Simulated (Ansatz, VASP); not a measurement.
# FeSi in VASP and in Ansatz

```
CELL_PARAMETERS angstrom
4.40328 0.00000 0.00000
0.00000 4.40328 0.00000
0.00000 0.00000 4.40328
ATOMIC_POSITIONS crystal
Fe 0.13686 0.13686 0.13686
Fe 0.36314 0.86314 0.63686
Fe 0.63686 0.36314 0.86314
Fe 0.86314 0.63686 0.36314
Si 0.84099 0.84099 0.84099
Si 0.65901 0.15901 0.34099
Si 0.34099 0.65901 0.15901
Si 0.15901 0.34099 0.65901
```

Alike in both runs: functional PBEsol; k mesh 8 × 8 × 8; occupations gaussian, width 0.01 eV; no spin polarisation.

Ansatz relaxed the structure, and its values are those at the end. VASP's run is a single point on that final structure, the one shown.

```csv
,VASP,Ansatz
version,VASP 6.6.1,Ansatz 0.2.0
potentials or method,"VASP PAW PBE potentials, release 64 (Fe, Si), cutoff 520 eV","scalar-relativistic, plane waves, PAW"
valence electrons in the cell,48,80
```

Ansatz gave:

| Item | Value |
| --- | --- |
| gap on the k mesh at the Fermi level (eV) | 0.15 |
| least direct gap on the mesh (eV) | 0.17 |
| pressure (GPa) | 0.0 |
| rms of the force components (eV/Å) | 0.000 |

**Question.** Which values does VASP return?

**Answer.** gap on the k mesh at the Fermi level (eV): 0.14; least direct gap on the mesh (eV): 0.16; pressure (GPa): 0.7; rms of the force components (eV/Å): 0.019.

VASP's potentials were made for PBE, not for PBEsol. With one functional, cell and mesh, what is left measures potentials, basis and numerics. VASP's potentials hold 48 valence electrons a cell and Ansatz's 80, so a difference there can come from the potentials and not from the codes.
